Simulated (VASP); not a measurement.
# C (Fd-3m) in VASP: a series of runs, part 2 of 2

VASP 6.6.1.

### 3 Single point, PBE (volume scaled by 1.10)

Input file INCAR:

```
PREC = Accurate
ENCUT = 520
EDIFF = 1E-7
ISMEAR = 0
SIGMA = 0.02
LREAL = False
LASPH = True
NELM = 100
ALGO = Normal
ISIF = 2
LWAVE = False
LCHARG = False
GGA = PE
NBANDS = 11
```

Input file KPOINTS:

```
Automatic mesh
0
Gamma
  12 12 12
```

Input file POSCAR:

```
C
1.0
    0.0000000000      1.8433806554      1.8433806554
    1.8433806554      0.0000000000      1.8433806554
    1.8433806554      1.8433806554      0.0000000000
C
2
Direct
    0.0000000000      0.0000000000      0.0000000000
    0.2500000000      0.2500000000      0.2500000000
```

Potentials or basis: VASP PAW PBE potentials, release 64 (C).

Launch:

```
$ cat potpaw_PBE.64/C/POTCAR > POTCAR
$ mpirun -np 1 vasp_std > vasp.out
```

OUTCAR:

```text
PREC = Accurate
   ENCUT = 520
   EDIFF = 1E-7
   ISMEAR = 0
   LREAL = False
   LASPH = True
   NELM = 100
   ISIF = 2
   GGA = PE

 ion  position               nearest neighbor table
   1  0.000  0.000  0.000-   2 1.60   2 1.60   2 1.60   2 1.60
   2  0.250  0.250  0.250-   1 1.60   1 1.60   1 1.60   1 1.60

  LATTYP: Found a face centered cubic cell.
 ALAT       =     3.6867613108

  Lattice vectors:

 A1 = (   0.0000000000,   1.8433806554,   1.8433806554)
 A2 = (   1.8433806554,   0.0000000000,   1.8433806554)
 A3 = (   1.8433806554,   1.8433806554,   0.0000000000)

Analysis of symmetry for initial positions (statically):
=====================================================================
 Subroutine PRICEL returns:
 Original cell was already a primitive cell.

 Routine SETGRP: Setting up the symmetry group for a
 face centered cubic supercell.

 Subroutine GETGRP returns: Found 48 space group operations
 (whereof 24 operations were pure point group operations)
 out of a pool of 48 trial point group operations.

The static configuration has the point symmetry T_d .
 The point group associated with its full space group is O_h .

Analysis of symmetry for dynamics (positions and initial velocities):
=====================================================================
 Subroutine PRICEL returns:
 Original cell was already a primitive cell.

 Routine SETGRP: Setting up the symmetry group for a
 face centered cubic supercell.

 Subroutine GETGRP returns: Found 48 space group operations
 (whereof 24 operations were pure point group operations)
 out of a pool of 48 trial point group operations.

The dynamic configuration has the point symmetry T_d .
 The point group associated with its full space group is O_h .

 Subroutine INISYM returns: Found 48 space group operations
 (whereof 24 operations are pure point group operations),
 and found     1 'primitive' translations

----------------------------------------------------------------------------------------

                                     Primitive cell

  volume of cell :      12.5278

  direct lattice vectors                    reciprocal lattice vectors
     0.000000000  1.843380655  1.843380655    -0.271240776  0.271240776  0.271240776
     1.843380655  0.000000000  1.843380655     0.271240776 -0.271240776  0.271240776
     1.843380655  1.843380655  0.000000000     0.271240776  0.271240776 -0.271240776

  length of vectors
     2.606933923  2.606933923  2.606933923     0.469802806  0.469802806  0.469802806

  position of ions in fractional coordinates (direct lattice)
     0.000000000  0.000000000  0.000000000
     0.250000000  0.250000000  0.250000000

  ion indices of the primitive-cell ions
   primitive index   ion index
                 1           1
                 2           2

----------------------------------------------------------------------------------------

 KPOINTS: Automatic mesh

Automatic generation of k-mesh.
 Grid dimensions read from file:
 generate k-points for:   12   12   12

 Generating k-lattice:

  Cartesian coordinates                     Fractional coordinates (reciprocal lattice)
    -0.022603398  0.022603398  0.022603398     0.083333333  0.000000000  0.000000000
     0.022603398 -0.022603398  0.022603398     0.000000000  0.083333333  0.000000000
     0.022603398  0.022603398 -0.022603398     0.000000000  0.000000000  0.083333333
[... 40 lines left out ...]
   number of dos      NEDOS =    301   number of ions     NIONS =      2
   total plane-waves  NPLWV =   8000
   dimension x,y,z NGX =    20 NGY =   20 NGZ =   20
   dimension x,y,z NGXF=    40 NGYF=   40 NGZF=   40
   ions per type =               2
   NGX,Y,Z   is equivalent  to a cutoff of  12.75, 12.75, 12.75 a.u.
   NGXF,Y,Z  is equivalent  to a cutoff of  25.51, 25.51, 25.51 a.u.
 SYSTEM =  unknown system
   PREC   = accura    normal or accurate (medium, high low for compatibility)
   ISTART =      0    job   : 0-new  1-cont  2-samecut
   ICHARG =      2    charge: 1-file 2-atom 10-const
   ISPIN  =      1    spin polarized calculation?
   LNONCOLLINEAR =      F non collinear calculations
   LSORBIT =      F    spin-orbit coupling
   LASPH  =      T    aspherical Exc in radial PAW
   ENCUT  =  520.0 eV  38.22 Ry    6.18 a.u.   4.85  4.85  4.85*2*pi/ulx,y,z
   NELM   =    100;   NELMIN=  2; NELMDL= -5     # of ELM steps
   EDIFF  = 0.1E-06   stopping-criterion for ELM
   LREAL  =      F    real-space projection
   EDIFFG = 0.1E-05   stopping-criterion for IOM
   NSW    =      0    number of steps for IOM
   IBRION =     -1    ionic relax: 0-MD 1-quasi-New 2-CG
   NFREE  =      0    steps in history (QN), initial steepest desc. (CG)
   ISIF   =      2    stress and relaxation
   ISYM   =      2    0-nonsym 1-usesym 2-fastsym
   POTIM  = 0.5000    time-step for ionic-motion
   TEBEG  =    0.0;   TEEND  =   0.0 temperature during run
   PSTRESS=    0.0 pullay stress
   NELECT =       8.0000    total number of electrons
   NUPDOWN=      -1.0000    fix difference up-down
   EMIN   =  10.00;   EMAX   =-10.00  energy-range for DOS
   EFERMI =   0.00;   METHOD = LEGACY
   ISMEAR =     0;   SIGMA  =   0.02  broadening in eV -4-tet -1-fermi 0-gaus
   EFERMI_NEDOS =   21; number of points for ismear=-14 and -15
   IALGO  =     38    algorithm
   IMIX   =      4    mixing-type and parameters
     AMIX     =   0.40;   BMIX     =  1.00
     AMIX_MAG =   1.60;   BMIX_MAG =  1.00
  volume/ion in A,a.u.               =       6.26        42.27
  Fermi-wavevector in a.u.,A,eV,Ry     =   1.409764  2.664068 27.040695  1.987435
  Thomas-Fermi vector in A             =   2.531787
   LORBIT       =      0    0 simple, 1 ext, 2 COOP (PROOUT), +10 PAW based schemes
   GGA     = PE    functional components
   LHFCALC =     F    Hartree Fock is set to
   AEXX    =    0.0000 exact exchange contribution
   IVDW    =     0    specifies the selected vdW correction
   LEPSILON=     F    determine dielectric tensor
   LRPA    =     F    only Hartree local field effects (RPA)
 non-spin polarized calculation
 Gauss-broadening in eV      SIGMA  =   0.02
  energy-cutoff  :      520.00
  volume of cell :       12.53
 maximum number of plane-waves:       347
   NGX =  9   NGY =  9   NGZ =  9

 number of electron       8.0000002 magnetization

 Free energy of the ion-electron system (eV)
  ---------------------------------------------------
  ext. energy  EPLUGINS =         0.00000000
  ---------------------------------------------------
  free energy    TOTEN  =       -18.05867022 eV

  energy without entropy =      -18.05867022  energy(sigma->0) =      -18.05867022

 E-fermi :   8.5338     XC(G=0): -12.7579

 val. band max:        8.3457188246   @ k =   0.0000   0.0000   0.0000
 cond. band min:      12.2782579396   @ k =   0.3333   0.3333   0.0000
 fundamental gap:      3.9325391151
 Fermi energy:         8.5337599519

 k-point     1 :       0.0000    0.0000    0.0000
  band No.  band energies     occupation
      1     -11.8429      2.00000
      2       8.3457      2.00000
      3       8.3457      2.00000
      4       8.3457      2.00000
      5      13.6636      0.00000
      6      13.6636      0.00000
      7      13.6636      0.00000
      8      19.4782      0.00000
      9      26.4221      0.00000
     10      33.8215      0.00000
     11      33.8215      0.00000
[... 309 lines left out ...]
 k-point    24 :      -0.4167    0.1667    0.0000
  band No.  band energies     occupation
      1      -6.2007      2.00000
      2      -3.2455      2.00000
      3       3.2737      2.00000
      4       5.0874      2.00000
      5      15.4224      0.00000
      6      17.9422      0.00000
      7      18.3347      0.00000
      8      22.6091      0.00000
      9      26.7178      0.00000
     10      31.1433      0.00000
     11      31.4656      0.00000

 [... further k-points ...]

------------------------ aborting loop because EDIFF is reached ----------------------------------------

  FORCE on cell =-STRESS in cart. coord.  units (eV):
  Direction    XX          YY          ZZ          XY          YZ          ZX
  --------------------------------------------------------------------------------------
  -------------------------------------------------------------------------------------
  Total       -2.6710683     -2.6710683     -2.6710683      0.0000000      0.0000000      0.0000000
  in kB     -341.6020713   -341.6020713   -341.6020713      0.0000000      0.0000000      0.0000000
  external PRESSURE =    -341.6020713 kB  Pullay stress =       0.0000000 kB

 VOLUME and BASIS-vectors are now :
 -----------------------------------------------------------------------------
  energy-cutoff  :      520.00
  volume of cell :       12.53
      direct lattice vectors                 reciprocal lattice vectors
     0.000000000  1.843380655  1.843380655    -0.271240776  0.271240776  0.271240776
     1.843380655  0.000000000  1.843380655     0.271240776 -0.271240776  0.271240776
     1.843380655  1.843380655  0.000000000     0.271240776  0.271240776 -0.271240776

 POSITION                                       TOTAL-FORCE (eV/Angst)
 -----------------------------------------------------------------------------------
      0.00000      0.00000      0.00000        -0.000000     -0.000000      0.000000
      0.92169      0.92169      0.92169         0.000000      0.000000     -0.000000
 -----------------------------------------------------------------------------------
    total drift:                                0.000000      0.000000      0.000000

  FREE ENERGIE OF THE ION-ELECTRON SYSTEM (eV)
  ---------------------------------------------------
  free  energy   TOTEN  =       -18.0586702245 eV

  energy  without entropy=      -18.0586702245  energy(sigma->0) =      -18.05867022
```

stdout:

```text
POSCAR found type information on POSCAR C
 POSCAR found :  1 types and       2 ions
 scaLAPACK will be used
 LDA part: xc-table for (Slater+PW92), standard interpolation
 POSCAR, INCAR and KPOINTS ok, starting setup
 FFT: planning ... GRIDC
 FFT: planning ... GRID_SOFT
 FFT: planning ... GRID
 WAVECAR not read
 entering main loop
```

Wall time 11 s (1 thread of AMD EPYC 7R13, shared host); peak memory 0.09 GiB.

What came out:

```yaml
Free_energy: -18.0587 eV
Pressure: -34.2 GPa
Band_gap_on_the_k_mesh: 3.93 eV, indirect (least direct gap 5.32 eV)
```

Levels at points of the mesh, in eV from the valence-band top:
| k point | band 1 | band 2 | band 3 | band 4 | band 5 | band 6 | band 7 | band 8 |
| --- | --- | --- | --- | --- | --- | --- | --- | --- |
| (0.00, 0.00, 0.00) | -20.19 | 0.00 | 0.00 | 0.00 | 5.32 | 5.32 | 5.32 | 11.13 |
| (0.50, 0.00, 0.00) | -14.96 | -12.32 | -2.55 | -2.55 | 7.55 | 8.04 | 8.04 | 14.75 |
| (0.50, 0.50, 0.00) | -12.09 | -12.09 | -5.72 | -5.72 | 4.55 | 4.55 | 15.35 | 15.35 |

Caveat: the cell differs from its parent crystal (volume scaled by 1.10).

### 4 Single point, PBE

This run uses another cell than the first one, of 5.69 Å³/atom, 0.943 times its volume.

Input file INCAR:

```
PREC = Accurate ; ENCUT = 600
EDIFF = 1E-6 ; ISMEAR = -5
SIGMA = 0.02 ; LREAL = F
LASPH = T ; NELM = 120
ALGO = Normal ; ISIF = 2
LWAVE = F ; LCHARG = T
GGA = PE ; LELF = T
LVHAR = T ; NBANDS = 11
GGA_COMPAT = F
```

KPOINTS is that of step 3.

Input file POSCAR:

```
C
1.0
    0.0000000000      1.7857367760      1.7857367760
    1.7857367760      0.0000000000      1.7857367760
    1.7857367760      1.7857367760      0.0000000000
C
2
Direct
    0.0000000000      0.0000000000      0.0000000000
    0.2500000000      0.2500000000      0.2500000000
```

Potentials or basis: VASP PAW PBE potentials, release 64 (C).

Launch:

```
$ cat potpaw_PBE.64/C/POTCAR > POTCAR
$ mpirun -np 1 vasp_std > vasp.out
```

OUTCAR:

```text
PREC = Accurate
   ENCUT = 600
   EDIFF = 1E-6
   ISMEAR = -5
   LREAL = F
   LASPH = T
   NELM = 120
   ISIF = 2
   GGA = PE

 ion  position               nearest neighbor table
   1  0.000  0.000  0.000-   2 1.55   2 1.55   2 1.55   2 1.55
   2  0.250  0.250  0.250-   1 1.55   1 1.55   1 1.55   1 1.55

  LATTYP: Found a face centered cubic cell.
 ALAT       =     3.5714735520

  Lattice vectors:

 A1 = (   0.0000000000,   1.7857367760,   1.7857367760)
 A2 = (   1.7857367760,   0.0000000000,   1.7857367760)
 A3 = (   1.7857367760,   1.7857367760,   0.0000000000)

Analysis of symmetry for initial positions (statically):
=====================================================================
 Subroutine PRICEL returns:
 Original cell was already a primitive cell.

 Routine SETGRP: Setting up the symmetry group for a
 face centered cubic supercell.

 Subroutine GETGRP returns: Found 48 space group operations
 (whereof 24 operations were pure point group operations)
 out of a pool of 48 trial point group operations.

The static configuration has the point symmetry T_d .
[... 174 lines left out ...]
      1     -11.7520      2.00000
      2       9.6710      2.00000
      3       9.6710      2.00000
      4       9.6710      2.00000
      5      15.2503      0.00000
      6      15.2503      0.00000
      7      15.2503      0.00000
      8      22.9113      0.00000
      9      28.9153      0.00000
     10      36.1636      0.00000
     11      36.1636      0.00000
[... 309 lines left out ...]
 k-point    24 :      -0.4167    0.1667    0.0000
  band No.  band energies     occupation
      1      -5.5922      2.00000
      2      -2.8183      2.00000
      3       4.2137      2.00000
      4       6.0971      2.00000
      5      17.1903      0.00000
      6      19.8753      0.00000
      7      20.8242      0.00000
      8      25.0614      0.00000
      9      29.0703      0.00000
     10      33.8131      0.00000
     11      34.1619      0.00000

 [... further k-points ...]

------------------------ aborting loop because EDIFF is reached ----------------------------------------

  FORCE on cell =-STRESS in cart. coord.  units (eV):
  Direction    XX          YY          ZZ          XY          YZ          ZX
  --------------------------------------------------------------------------------------
  -------------------------------------------------------------------------------------
  Total        0.0023339      0.0023339      0.0023339      0.0000000     -0.0000000      0.0000000
  in kB        0.3283311      0.3283311      0.3283311      0.0000000     -0.0000000      0.0000000
  external PRESSURE =       0.3283311 kB  Pullay stress =       0.0000000 kB

 VOLUME and BASIS-vectors are now :
 -----------------------------------------------------------------------------
  energy-cutoff  :      600.00
  volume of cell :       11.39
      direct lattice vectors                 reciprocal lattice vectors
     0.000000000  1.785736776  1.785736776    -0.279996474  0.279996474  0.279996474
     1.785736776  0.000000000  1.785736776     0.279996474 -0.279996474  0.279996474
     1.785736776  1.785736776  0.000000000     0.279996474  0.279996474 -0.279996474

 POSITION                                       TOTAL-FORCE (eV/Angst)
 -----------------------------------------------------------------------------------
      0.00000      0.00000      0.00000        -0.000000      0.000000     -0.000000
      0.89287      0.89287      0.89287         0.000000     -0.000000      0.000000
 -----------------------------------------------------------------------------------
    total drift:                                0.000000      0.000000      0.000000

  FREE ENERGIE OF THE ION-ELECTRON SYSTEM (eV)
  ---------------------------------------------------
  free  energy   TOTEN  =       -18.1904923918 eV

  energy  without entropy=      -18.1904923918  energy(sigma->0) =      -18.19049239
```

stdout:

```text
POSCAR found type information on POSCAR C
 POSCAR found :  1 types and       2 ions
 scaLAPACK will be used
 LDA part: xc-table for (Slater+PW92), standard interpolation
 POSCAR, INCAR and KPOINTS ok, starting setup
 FFT: planning ... GRIDC
 FFT: planning ... GRID_SOFT
 FFT: planning ... GRID
 WAVECAR not read
 entering main loop
```

Run time: 7.6 s. Hardware: 1 thread of Intel Xeon Platinum 8259CL at 2.50GHz (Skylake/Cascade Lake), shared host; peak memory 0.12 GiB.

What came out:

- Free energy: -18.1905 eV
- Pressure: 0.0 GPa
- Band gap on the k mesh: 4.14 eV, indirect (least direct gap 5.58 eV)

A k mesh can miss the band edges.

### 5 The runs side by side

```csv
cell,cutoff (eV),smearing,gap on the mesh (eV),pressure (GPa)
"a = 2.575 Å, angles 60.0°, 2 atoms",520,gaussian 0.02 eV,4.01,-22.1
"a = 2.607 Å, angles 60.0°, 2 atoms",520,gaussian 0.02 eV,3.93,-34.2
"a = 2.525 Å, angles 60.0°, 2 atoms",600,tetrahedron,4.14,0.0
```

Alike in all rows: task single point; level PBE; potentials or basis VASP PAW PBE potentials, release 64 (C); no spin polarisation; k mesh 12 × 12 × 12.

Absolute energies hang on the potentials; compare differences alone.
